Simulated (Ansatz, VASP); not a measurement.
# TaN: VASP beside Ansatz

Contents of POSCAR:

```
TaN
1.0
    5.2084955000      0.0000000000      0.0000000000
   -2.6042477500      4.5106894200      0.0000000000
    0.0000000000      0.0000000000      2.9147477500
Ta N
3 3
Direct
    0.0000000000      0.0000000000      0.0000000000
    0.3333333300      0.6666666700      0.5000000000
    0.6666666700      0.3333333300      0.5000000000
    0.3923921700      0.0000000000      0.0000000000
    0.6076078300      0.6076078300      0.0000000000
    0.0000000000      0.3923921700      0.0000000000
```

The input INCAR.step1:

```
  PREC = Accurate
  ENCUT = 660
  ISMEAR = 0
  SIGMA = 0.1
  LREAL = False
  LASPH = True
  NELM = 120
  NBANDS = 33
  GGA = PE
  ALGO = Normal
  EDIFF = 1E-5
  LWAVE = True
  LCHARG = False
  GGA_COMPAT = False
```

INCAR.step2

```
  PREC = Accurate
  ENCUT = 660
  EDIFF = 1E-6
  ISMEAR = 0
  SIGMA = 0.1
  LREAL = False
  LASPH = True
  NELM = 120
  ALGO = Normal
  ISIF = 2
  LWAVE = False
  LCHARG = False
  METAGGA = R2SCAN
  LMIXTAU = True
  LUSE_VDW = True
  IVDW_NL = 2
  BPARAM = 11.95
  CPARAM = 0.0093
  NBANDS = 33
  ISTART = 1
  GGA_COMPAT = False
```

KPOINTS

```
Automatic mesh
0
Gamma
  6 6 6
```

Input for Ansatz:

```yaml
crystal:
  lattice:
    - [5.2084955, 0.0, 0.0]
    - [-2.60424775, 4.51068942, 0.0]
    - [0.0, 0.0, 2.91474775]
  atoms:
    - { symbol: Ta, position: [0.0, 0.0, 0.0] }
    - { symbol: Ta, position: [0.33333333, 0.66666667, 0.5] }
    - { symbol: Ta, position: [0.66666667, 0.33333333, 0.5] }
    - { symbol: "N", position: [0.39239217, 0.0, 0.0] }
    - { symbol: "N", position: [0.60760783, 0.60760783, 0.0] }
    - { symbol: "N", position: [0.0, 0.39239217, 0.0] }
basis:
  ecutwfc: 500
kpoints:
  mp_grid: { grid: [6, 6, 6] }
hamiltonian:
  xc: r2scan
  dispersion: rvv10
  pseudopotentials: { kind: paw, azcp: { folder: soft_1 } }
scf:
  occupations: { method: gaussian, width: 0.1 }
output:
  forces: true
  stress: true
  eigenvalues: true
```

Alike in both runs: task single point; functional r2SCAN; dispersion rVV10; k mesh 6 × 6 × 6; occupations gaussian, width 0.1 eV; no spin polarisation.

|  | VASP | Ansatz |
| --- | --- | --- |
| version | VASP 6.6.1 | Ansatz 0.2.0 |
| potentials or method | VASP PAW PBE potentials, release 64 (Ta_pv, N), cutoff 660 eV | scalar-relativistic, plane waves, PAW |
| valence electrons in the cell | 48 | 54 |

```tsv
	VASP	Ansatz	Ansatz less VASP
gap on the k mesh at the Fermi level (eV)	none	none	-
pressure (GPa)	-1.4	-3.6	-2.19
traceless stress, the component that is largest in VASP (GPa)	-0.85	-0.76	+0.091
```

VASP's potentials were made for PBE, not for r2SCAN. A gap of «none» marks a metal or a gap that the smearing closes. VASP's potentials hold 48 valence electrons a cell and Ansatz's 54, so a difference there can come from the potentials and not from the codes.

Neither program's run includes spin-orbit coupling.
